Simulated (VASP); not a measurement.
# BeS (F-43m) in VASP: a series of runs, part 2 of 2

VASP 6.6.1.

## (5) Relaxation of cell and atoms, PBEsol

This run uses another cell than the first one, of 14.49 Å³/atom, 1.004 times its volume.

Contents of INCAR:

```
PREC     = Accurate       # precision mode
ENCUT    = 600            # plane-wave cutoff, eV
EDIFF    = 1E-7           # SCF threshold, eV
ISMEAR   = -1             # smearing method
SIGMA    = 0.02           # smearing width, eV
LREAL    = False          # projectors in reciprocal space
LASPH    = True           # aspherical terms in the spheres
NELM     = 100            # most SCF steps
ALGO     = Normal         # electronic algorithm
ISIF     = 3              # what is computed and relaxed
LWAVE    = False          # write WAVECAR
LCHARG   = False          # write CHGCAR
GGA      = PS             # functional
IBRION   = 2              # ionic algorithm
NSW      = 80             # ionic steps
EDIFFG   = -0.005         # ionic threshold
```

Contents of KPOINTS:

```
Automatic mesh
0
Gamma
  8 8 8
```

Contents of POSCAR:

```
BeS
1.0
    0.0000000000      2.4379189245      2.4379189245
    2.4379189245      0.0000000000      2.4379189245
    2.4379189245      2.4379189245      0.0000000000
Be S
1 1
Direct
    0.0000000000      0.0000000000      0.0000000000
    0.2500000000      0.2500000000      0.2500000000
```

Potentials or basis: VASP PAW PBE potentials, release 64 (Be, S).

The run is started by

```sh
cat potpaw_PBE.64/Be/POTCAR potpaw_PBE.64/S/POTCAR > POTCAR
mpirun -np 1 vasp_std > vasp.out
```

OUTCAR:

```text
PREC = Accurate
   ENCUT = 600
   EDIFF = 1E-7
   ISMEAR = -1
   LREAL = False
   LASPH = True
   NELM = 100
   ISIF = 3
   GGA = PS
   IBRION = 2
   NSW = 80
   EDIFFG = -0.005

 ion  position               nearest neighbor table
   1  0.000  0.000  0.000-   2 2.11   2 2.11   2 2.11   2 2.11
   2  0.250  0.250  0.250-   1 2.11   1 2.11   1 2.11   1 2.11

  LATTYP: Found a face centered cubic cell.
 ALAT       =     4.8758378490

  Lattice vectors:

 A1 = (   0.0000000000,   2.4379189245,   2.4379189245)
 A2 = (   2.4379189245,   0.0000000000,   2.4379189245)
 A3 = (   2.4379189245,   2.4379189245,   0.0000000000)

Analysis of symmetry for initial positions (statically):
[... 258 lines left out ...]
 cond. band min:       7.1172858495   @ k =   0.5000   0.5000   0.0000
 fundamental gap:      2.9154785767
 Fermi energy:         4.5986395527

 k-point     1 :       0.0000    0.0000    0.0000
  band No.  band energies     occupation
      1      -9.5533      2.00000
      2       4.2018      2.00000
      3       4.2018      2.00000
      4       4.2018      2.00000
      5       9.8091      0.00000
      6       9.8091      0.00000
      7       9.8091      0.00000
      8       9.9546      0.00000
[... 243 lines left out ...]
 k-point    24 :      -0.3750    0.2500    0.1250
  band No.  band energies     occupation
      1      -7.6211      2.00000
      2      -1.1544      2.00000
      3       1.3741      2.00000
      4       2.3225      2.00000
      5      10.1681      0.00000
      6      10.7171      0.00000
      7      13.3126      0.00000
      8      14.6479      0.00000

 [... further k-points ...]

------------------------ aborting loop because EDIFF is reached ----------------------------------------

  FORCE on cell =-STRESS in cart. coord.  units (eV):
  Direction    XX          YY          ZZ          XY          YZ          ZX
  --------------------------------------------------------------------------------------
  -------------------------------------------------------------------------------------
  Total        0.0002773      0.0002773      0.0002773     -0.0000000      0.0000000     -0.0000000
  in kB        0.0156656      0.0156656      0.0156656     -0.0000000      0.0000000     -0.0000000
  external PRESSURE =       0.0156656 kB  Pullay stress =       0.0000000 kB
[... 17 lines left out ...]
  FREE ENERGIE OF THE ION-ELECTRON SYSTEM (eV)
  ---------------------------------------------------
  free  energy   TOTEN  =       -10.5644358321 eV

  energy  without entropy=      -10.5644358321  energy(sigma->0) =      -10.56443583

 reached required accuracy - stopping structural energy minimisation
```

OSZICAR:

```text
N       E                     dE             d eps       ncg     rms          rms(c)
DAV:   1     0.227525535254E+02    0.22753E+02   -0.42731E+03   464   0.951E+02
DAV:   2    -0.100115336715E+02   -0.32764E+02   -0.31946E+02   688   0.134E+02
DAV:   3    -0.107357416830E+02   -0.72421E+00   -0.72421E+00   576   0.251E+01
[... 23 lines left out ...]
DAV:   2    -0.105645078100E+02    0.54115E-03   -0.15497E-03   568   0.231E-01    0.673E-02
DAV:   3    -0.105644430094E+02    0.64801E-04   -0.32122E-04   584   0.105E-01    0.373E-02
DAV:   4    -0.105644399609E+02    0.30485E-05   -0.34445E-06   520   0.162E-02    0.294E-02
DAV:   5    -0.105644357343E+02    0.42266E-05   -0.37661E-06   512   0.130E-02    0.519E-03
DAV:   6    -0.105644358321E+02   -0.97815E-07   -0.96908E-08   400   0.277E-03
   3 F= -.10564436E+02 E0= -.10564436E+02  d E =-.390583E-02
```

CONTCAR:

```text
BeS
   1.00000000000000
     0.0000000000000000    2.4205275492188703    2.4205275492188703
     2.4205275492188703    0.0000000000000000    2.4205275492188703
     2.4205275492188703    2.4205275492188703   -0.0000000000000000
  Be              S
     1     1
Direct
     0.0000000000000000    0.0000000000000000    0.0000000000000000
     0.2500000000000000    0.2500000000000000    0.2500000000000000

  0.00000000E+00  0.00000000E+00  0.00000000E+00
  0.00000000E+00  0.00000000E+00  0.00000000E+00
```

It took 16 s on 1 thread of Intel Xeon Platinum 8488C (Sapphire Rapids), shared host; peak memory 0.14 GiB.

What came out:

```yaml
Free_energy: -10.5644 eV
Relaxed_volume: 14.18 Å³/atom
Relaxed_cell: a = 3.423 Å, b = 3.423 Å, c = 3.423 Å, α = 60.00°, β = 60.00°, γ = 60.00°
Space_group_after_relaxing_to_0.05_Å: F-43m (No. 216)
Energy_gained_by_relaxing: 2.0 meV/atom
Ionic_steps: 3
Pressure_after_relaxing: 0.0 GPa
Band_gap_on_the_k_mesh: 2.92 eV, indirect (least direct gap 5.61 eV)
```

Step by step:
```
step  energy change (eV)  largest force (eV/Å)  pressure (GPa)  volume (Å³)
   1              0.0000                0.0000           -2.00        28.98
   2             -0.0037                0.0000            0.47        28.23
   3             -0.0039                0.0000            0.00        28.36
```

Final structure:
```xyz
2
Lattice="0.0000 2.4205 2.4205 2.4205 0.0000 2.4205 2.4205 2.4205 0.0000" Properties=species:S:1:pos:R:3 pbc="T T T"
Be    0.0000    0.0000    0.0000
S     1.2103    1.2103    1.2103
```

Caveat: the PAW data sets were made with another functional, which shifts forces and pressure a little. A hybrid or GW would open this gap; PBEsol tends to underestimate it.

## (6) Summary

```tsv
task	level	potentials or basis	cell	k mesh	cutoff (eV)	smearing	gap on the mesh (eV)	pressure (GPa)
single point	LDA	VASP PAW LDA potentials, release 64 (Be, S)	a = 3.443 Å, angles 60.0°, 2 atoms	10 × 10 × 10	520	gaussian 0.01 eV	2.93	-4.2
single point	r2SCAN	VASP PAW PBE potentials, release 64 (Be, S)	a = 3.443 Å, angles 60.0°, 2 atoms	8 × 8 × 8	520	fermi-dirac 0.02 eV	3.60	0.3
single point	r2SCAN	VASP PAW PBE potentials, release 64 (Be, S)	a = 3.443 Å, angles 60.0°, 2 atoms	10 × 10 × 10	520	gaussian 0.01 eV	3.60	0.3
relaxation of cell and atoms	PBEsol	VASP PAW PBE potentials, release 64 (Be, S)	relaxed from a = 3.448 Å, angles 60.0°, 2 atoms	8 × 8 × 8	600	fermi-dirac 0.02 eV	2.92	0.0
```

Alike in all rows: no spin polarisation.

Caveats: the PAW data sets were made with another functional, which shifts forces and pressure a little (some runs).

Absolute energies hang on the potentials; compare differences alone.
